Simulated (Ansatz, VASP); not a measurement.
One calculation of MgS, two programs

```xyz
2
Lattice="0.0000 2.6016 2.5756 2.6016 0.0000 2.5756 2.6016 2.6016 0.0000" Properties=species:S:1:pos:R:3 pbc="T T T"
Mg    0.0000    0.0000    0.0000
S     2.6016    2.6016    2.5756
```

Change from the starting cell: zz strain of -1 %, crystal datasets.

Alike in both runs: task electric field gradients; functional LDA; k mesh 8 × 8 × 8; occupations fermi-dirac, width 0.01 eV; no spin polarisation.

|  | VASP | Ansatz |
| --- | --- | --- |
| version | VASP 6.6.1 | Ansatz 0.2.0 |
| potentials or method | VASP PAW LDA potentials, release 64 (Mg, S), cutoff 520 eV | all-electron PAW with datasets made for the crystal, scalar-relativistic |

VASP gave:

```
gap on the k mesh at the Fermi level (eV)                     : 2.53
pressure (GPa)                                                : -3.1
traceless stress, the component that is largest in VASP (GPa) : 0.68
size of Vzz on the site where it differs most (V/Å²)          : 0.8
```

Problem. Which values does Ansatz return?

Solution. gap on the k mesh at the Fermi level (eV): 2.53; pressure (GPa): -2.5; traceless stress, the component that is largest in VASP (GPa): 0.69; size of Vzz on the site where it differs most (V/Å²): 0.7.

LDA's correlation is that of Perdew and Zunger in VASP and of Perdew and Wang (1992) in Ansatz. Ansatz ran all-electron here, and VASP with PAW potentials.
